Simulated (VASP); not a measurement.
# FeO in VASP: a series of runs

Runs on FeO. Level: PBE. Tasks: single point.

Everything below comes from runs of VASP 6.6.1. Logs are shortened: lines on timing, memory, paths and dates and some standing lists are left out, and cuts for length are marked.

### 1 The cell of the first run

The typed cell holds 2 atoms: a = 3.107 Å, b = 3.107 Å, c = 3.107 Å, α = 59.99°, β = 59.99°, γ = 59.99°.

### 2 Single point, PBE, collinear spin, ferromagnetic start (10.60 Å³/atom)

The input, INCAR:

```
SYSTEM = FeO
PREC     = Accurate       ! precision mode
ENCUT    = 520            ! plane-wave cutoff, eV
EDIFF    = 1E-6           ! SCF threshold, eV
ISMEAR   = 0              ! smearing method
SIGMA    = 0.1            ! smearing width, eV
LREAL    = .FALSE.        ! projectors in reciprocal space
LASPH    = .TRUE.         ! aspherical terms in the spheres
NELM     = 150            ! most SCF steps
ALGO     = Normal         ! electronic algorithm
ISIF     = 2              ! what is computed and relaxed
LWAVE    = .FALSE.        ! write WAVECAR
LCHARG   = .FALSE.        ! write CHGCAR
ISPIN    = 2              ! spin polarisation
MAGMOM   = 3.79 0.35      ! initial moments
LORBIT   = 11             ! projections on sites
LMAXMIX  = 4              ! l up to which the mixer works
GGA      = PE             ! functional
NBANDS   = 18             ! bands
```

The input, KPOINTS:

```
regular mesh
0
G
  18 18 18
  0 0 0
```

The input, POSCAR:

```
FeO
1.0
    1.5531386284      0.8967050052      2.5366907080
   -1.5531386284      0.8967050052      2.5366907080
    0.0000000000     -1.7934100104      2.5366907080
Fe O
1 1
Direct
    0.0000000000      0.0000000000      0.0000000000
    0.5000000000      0.5000000000      0.5000000000
```

Potentials or basis: VASP PAW PBE potentials, release 64 (Fe, O).

Started as:

```bash
cat potpaw_PBE.64/Fe/POTCAR potpaw_PBE.64/O/POTCAR > POTCAR
mpirun -np 1 vasp_std > vasp.out
```

OUTCAR:

```text
SYSTEM = FeO
   PREC = Accurate
   ENCUT = 520
   EDIFF = 1E-6
   ISMEAR = 0
   LREAL = .FALSE.
   LASPH = .TRUE.
   NELM = 150
   ISIF = 2
   ISPIN = 2
   LORBIT = 11
   GGA = PE

 ion  position               nearest neighbor table
   1  0.000  0.000  0.000-   2 2.20   2 2.20   2 2.20   2 2.20   2 2.20   2 2.20
   2  0.500  0.500  0.500-   1 2.20   1 2.20   1 2.20   1 2.20   1 2.20   1 2.20

  LATTYP: Found a trigonal (rhomboedric) cell.
 ALAT       =     3.1066250520
 COS(alpha) =     0.5001119465

  Lattice vectors:

 A1 = (   1.5531386284,   0.8967050052,   2.5366907080)
 A2 = (  -1.5531386284,   0.8967050052,   2.5366907080)
 A3 = (   0.0000000000,  -1.7934100104,   2.5366907080)

Analysis of symmetry for initial positions (statically):
=====================================================================
 Subroutine PRICEL returns:
 Original cell was already a primitive cell.

 Routine SETGRP: Setting up the symmetry group for a
 trigonal (rhombohedral) supercell.

 Subroutine GETGRP returns: Found 12 space group operations
 (whereof 12 operations were pure point group operations)
 out of a pool of 12 trial point group operations.

The static configuration has the point symmetry D_3d.

Analysis of symmetry for dynamics (positions and initial velocities):
=====================================================================
 Subroutine PRICEL returns:
 Original cell was already a primitive cell.

 Routine SETGRP: Setting up the symmetry group for a
 trigonal (rhombohedral) supercell.

 Subroutine GETGRP returns: Found 12 space group operations
 (whereof 12 operations were pure point group operations)
 out of a pool of 12 trial point group operations.

The dynamic configuration has the point symmetry D_3d.

Analysis of structural, dynamic, and magnetic symmetry:
=====================================================================
 Subroutine PRICEL returns:
 Original cell was already a primitive cell.

 Routine SETGRP: Setting up the symmetry group for a
 trigonal (rhombohedral) supercell.

 Subroutine GETGRP returns: Found 12 space group operations
 (whereof 12 operations were pure point group operations)
 out of a pool of 12 trial point group operations.

The overall configuration has the point symmetry D_3d.

 Subroutine INISYM returns: Found 12 space group operations
 (whereof 12 operations are pure point group operations),
 and found     1 'primitive' translations

----------------------------------------------------------------------------------------

                                     Primitive cell

  volume of cell :      21.1972

  direct lattice vectors                    reciprocal lattice vectors
     1.553138628  0.896705005  2.536690708     0.321928765  0.185865659  0.131404799
    -1.553138628  0.896705005  2.536690708    -0.321928765  0.185865659  0.131404799
     0.000000000 -1.793410010  2.536690708     0.000000000 -0.371731318  0.131404799

  length of vectors
     3.106625052  3.106625052  3.106625052     0.394273248  0.394273248  0.394273248

  position of ions in fractional coordinates (direct lattice)
     0.000000000  0.000000000  0.000000000
     0.500000000  0.500000000  0.500000000

  ion indices of the primitive-cell ions
   primitive index   ion index
                 1           1
                 2           2

----------------------------------------------------------------------------------------

 KPOINTS: regular mesh

Automatic generation of k-mesh.
 Grid dimensions read from file:
 generate k-points for:   18   18   18

 Generating k-lattice:

  Cartesian coordinates                     Fractional coordinates (reciprocal lattice)
     0.017884931  0.010325870  0.007300267     0.055555556  0.000000000  0.000000000
    -0.017884931  0.010325870  0.007300267     0.000000000  0.055555556  0.000000000
     0.000000000 -0.020651740  0.007300267     0.000000000  0.000000000  0.055555556

  Length of vectors
     0.021904069  0.021904069  0.021904069

  Shift w.r.t. Gamma in fractional coordinates (k-lattice)
     0.000000000  0.000000000  0.000000000

 Subroutine IBZKPT returns following result:
 ===========================================

 Found    580 irreducible k-points:

 Following reciprocal coordinates:
            Coordinates               Weight
  0.000000  0.000000  0.000000      1.000000
  0.055556  0.000000  0.000000      6.000000
  0.111111  0.000000  0.000000      6.000000
  0.166667  0.000000  0.000000      6.000000
  0.222222  0.000000  0.000000      6.000000
  0.277778  0.000000  0.000000      6.000000
[... 16 lines left out ...]
 -0.277778  0.055556 -0.000000     12.000000
 -0.222222  0.055556 -0.000000     12.000000
 [... further k-points ...]
   k-points           NKPTS =    580   k-points in BZ     NKDIM =    580   number of bands    NBANDS=     18
   number of dos      NEDOS =    301   number of ions     NIONS =      2
   total plane-waves  NPLWV =  13824
   dimension x,y,z NGX =    24 NGY =   24 NGZ =   24
   dimension x,y,z NGXF=    48 NGYF=   48 NGZF=   48
   ions per type =               1   1
   NGX,Y,Z   is equivalent  to a cutoff of  12.84, 12.84, 12.84 a.u.
   NGXF,Y,Z  is equivalent  to a cutoff of  25.69, 25.69, 25.69 a.u.
 SYSTEM =  FeO
   PREC   = accura    normal or accurate (medium, high low for compatibility)
   ISTART =      0    job   : 0-new  1-cont  2-samecut
   ICHARG =      2    charge: 1-file 2-atom 10-const
   ISPIN  =      2    spin polarized calculation?
   LNONCOLLINEAR =      F non collinear calculations
   LSORBIT =      F    spin-orbit coupling
   LASPH  =      T    aspherical Exc in radial PAW
   ENCUT  =  520.0 eV  38.22 Ry    6.18 a.u.   5.78  5.78  5.78*2*pi/ulx,y,z
   NELM   =    150;   NELMIN=  2; NELMDL= -5     # of ELM steps
   EDIFF  = 0.1E-05   stopping-criterion for ELM
   LREAL  =      F    real-space projection
   EDIFFG = 0.1E-04   stopping-criterion for IOM
   NSW    =      0    number of steps for IOM
   IBRION =     -1    ionic relax: 0-MD 1-quasi-New 2-CG
   NFREE  =      0    steps in history (QN), initial steepest desc. (CG)
   ISIF   =      2    stress and relaxation
   ISYM   =      2    0-nonsym 1-usesym 2-fastsym
   POTIM  = 0.5000    time-step for ionic-motion
   TEBEG  =    0.0;   TEEND  =   0.0 temperature during run
   PSTRESS=    0.0 pullay stress
   NELECT =      14.0000    total number of electrons
   NUPDOWN=      -1.0000    fix difference up-down
   EMIN   =  10.00;   EMAX   =-10.00  energy-range for DOS
   EFERMI =   0.00;   METHOD = LEGACY
   ISMEAR =     0;   SIGMA  =   0.10  broadening in eV -4-tet -1-fermi 0-gaus
   EFERMI_NEDOS =   21; number of points for ismear=-14 and -15
   IALGO  =     38    algorithm
   IMIX   =      4    mixing-type and parameters
     AMIX     =   0.40;   BMIX     =  1.00
     AMIX_MAG =   1.60;   BMIX_MAG =  1.00
  volume/ion in A,a.u.               =      10.60        71.52
  Fermi-wavevector in a.u.,A,eV,Ry     =   1.425689  2.694161 27.655035  2.032588
  Thomas-Fermi vector in A             =   2.546046
   LORBIT       =     11    0 simple, 1 ext, 2 COOP (PROOUT), +10 PAW based schemes
   GGA     = PE    functional components
   LHFCALC =     F    Hartree Fock is set to
   AEXX    =    0.0000 exact exchange contribution
   IVDW    =     0    specifies the selected vdW correction
   LEPSILON=     F    determine dielectric tensor
   LRPA    =     F    only Hartree local field effects (RPA)
 spin polarized calculation
 Gauss-broadening in eV      SIGMA  =   0.10
  energy-cutoff  :      520.00
  volume of cell :       21.20
 maximum number of plane-waves:       588
   NGX = 11   NGY = 11   NGZ = 11

 number of electron      14.0000002 magnetization       4.0004450

 Free energy of the ion-electron system (eV)
  ---------------------------------------------------
  ext. energy  EPLUGINS =         0.00000000
  ---------------------------------------------------
  free energy    TOTEN  =       -14.89867417 eV

  energy without entropy =      -14.89133071  energy(sigma->0) =      -14.89500244

 E-fermi :   5.5952     XC(G=0): -11.8531

 val. band max:        5.5935024901   @ k =  -0.2222   0.0556  -0.0000
 cond. band min:       5.5975947224   @ k =  -0.2222   0.1667   0.0000
 fundamental gap:      0.0040922323
 Fermi energy:         5.5952310301

 spin component 1

 k-point     1 :       0.0000    0.0000    0.0000
  band No.  band energies     occupation
      1     -14.6699      1.00000
      2       1.7793      1.00000
      3       1.7799      1.00000
      4       1.7799      1.00000
      5       1.9283      1.00000
      6       1.9283      1.00000
[... 10 lines left out ...]
     17      25.2169      0.00000
     18      28.6279      0.00000
[... 463 lines left out ...]
 k-point    24 :      -0.2222    0.0556   -0.0000
  band No.  band energies     occupation
      1     -14.2014      1.00000
      2      -0.9005      1.00000
      3      -0.0240      1.00000
      4       0.2220      1.00000
      5       2.0665      1.00000
      6       2.1578      1.00000
[... 10 lines left out ...]
     17      30.4823      0.00000
     18      32.1944      0.00000

 [... further k-points ...]

 spin component 2

 k-point     1 :       0.0000    0.0000    0.0000
  band No.  band energies     occupation
      1     -14.1570      1.00000
      2       2.5328      1.00000
      3       2.5338      1.00000
      4       2.5338      1.00000
      5       4.9335      1.00000
      6       4.9343      1.00000
[... 10 lines left out ...]
     17      26.7804      0.00000
     18      29.6685      0.00000
[... 463 lines left out ...]
 k-point    24 :      -0.2222    0.0556   -0.0000
  band No.  band energies     occupation
      1     -13.6821      1.00000
      2      -0.0943      1.00000
      3       1.4501      1.00000
      4       1.5419      1.00000
      5       5.3322      0.99990
      6       5.3361      0.99988
[... 10 lines left out ...]
     17      31.2418      0.00000
     18      33.1731      0.00000

 [... further k-points ...]

------------------------ aborting loop because EDIFF is reached ----------------------------------------

  FORCE on cell =-STRESS in cart. coord.  units (eV):
  Direction    XX          YY          ZZ          XY          YZ          ZX
  --------------------------------------------------------------------------------------
  -------------------------------------------------------------------------------------
  Total       -1.2593582     -1.2593582     -1.2612845      0.0000000     -0.0000000      0.0000000
  in kB      -95.1877980    -95.1877980    -95.3333965      0.0000000     -0.0000000      0.0000000
  external PRESSURE =     -95.2363308 kB  Pullay stress =       0.0000000 kB

 VOLUME and BASIS-vectors are now :
 -----------------------------------------------------------------------------
  energy-cutoff  :      520.00
  volume of cell :       21.20
      direct lattice vectors                 reciprocal lattice vectors
     1.553138628  0.896705005  2.536690708     0.321928765  0.185865659  0.131404799
    -1.553138628  0.896705005  2.536690708    -0.321928765  0.185865659  0.131404799
     0.000000000 -1.793410010  2.536690708     0.000000000 -0.371731318  0.131404799

 POSITION                                       TOTAL-FORCE (eV/Angst)
 -----------------------------------------------------------------------------------
      0.00000      0.00000      0.00000         0.000000      0.000000     -0.000000
      0.00000      0.00000      3.80504        -0.000000     -0.000000      0.000000
 -----------------------------------------------------------------------------------
    total drift:                               -0.000000      0.000000     -0.000000

  FREE ENERGIE OF THE ION-ELECTRON SYSTEM (eV)
  ---------------------------------------------------
  free  energy   TOTEN  =       -14.8986741730 eV

  energy  without entropy=      -14.8913307076  energy(sigma->0) =      -14.89500244

 total charge

# of ion       s       p       d       tot
------------------------------------------
    1        0.273   0.322   6.049   6.644
    2        1.557   3.408   0.000   4.965
--------------------------------------------------
tot          1.829   3.730   6.049  11.608

 magnetization (x)

# of ion       s       p       d       tot
------------------------------------------
    1        0.027   0.020   3.580   3.627
    2        0.028   0.263   0.000   0.291
--------------------------------------------------
tot          0.055   0.283   3.580   3.917
```

Wall time 3.2 min (1 thread of AMD EPYC 9R45 (Zen 5), shared host); peak memory 0.4 GiB.

What came out:

- Free energy: -14.8987 eV
- Pressure: -9.5 GPa
- Band gap on the k mesh: zero (filled and empty bands overlap)
- Net moment: 4.00 μB per cell
- Site moments: Fe +3.63; O +0.29 μB
- Valence electrons inside the program's atomic spheres: Fe 6.64; O 4.96

Levels at points of the mesh, in eV from the Fermi level:
Spin up:
```tsv
k point	band 5	band 6	band 7	band 8	band 9	band 10	band 11	band 12	band 13	band 14
(0.00, 0.00, 0.00)	-3.67	-3.67	-3.59	-3.59	-3.59	-0.20	15.27	16.57	16.58	16.58
(0.50, 0.00, 0.00)	-3.10	-3.10	-2.56	-0.51	-0.51	3.94	7.93	12.14	12.14	18.71
(0.50, 0.50, 0.00)	-4.62	-3.32	-2.93	-2.86	-2.86	4.87	8.38	10.48	14.05	14.05
(0.50, 0.50, 0.50)	-3.10	-3.10	-2.56	-0.51	-0.51	3.95	7.93	12.15	12.15	18.72
```
Spin down:
```tsv
k point	band 2	band 3	band 4	band 5	band 6	band 7	band 8	band 9
(0.00, 0.00, 0.00)	-3.06	-3.06	-3.06	-0.66	-0.66	-0.66	0.22	0.22
(0.50, 0.00, 0.00)	-7.54	-4.82	-4.82	0.35	0.35	0.54	2.58	2.58
(0.50, 0.50, 0.00)	-6.49	-4.17	-4.17	-1.90	0.66	0.66	0.71	1.01
(0.50, 0.50, 0.50)	-7.54	-4.82	-4.82	0.35	0.35	0.54	2.58	2.58
```

Caveat: the cell stands under tension; a cell with one magnetic atom can't hold antiferromagnetic order, which such compounds often take; semilocal functionals often make such compounds metallic where correlation or magnetic order opens a gap, which also shifts bond lengths. With open d or f shells a metallic result of PBE can be an artefact of self-interaction; +U or a hybrid may open a gap.

(Part 1 of 2 ends here.)
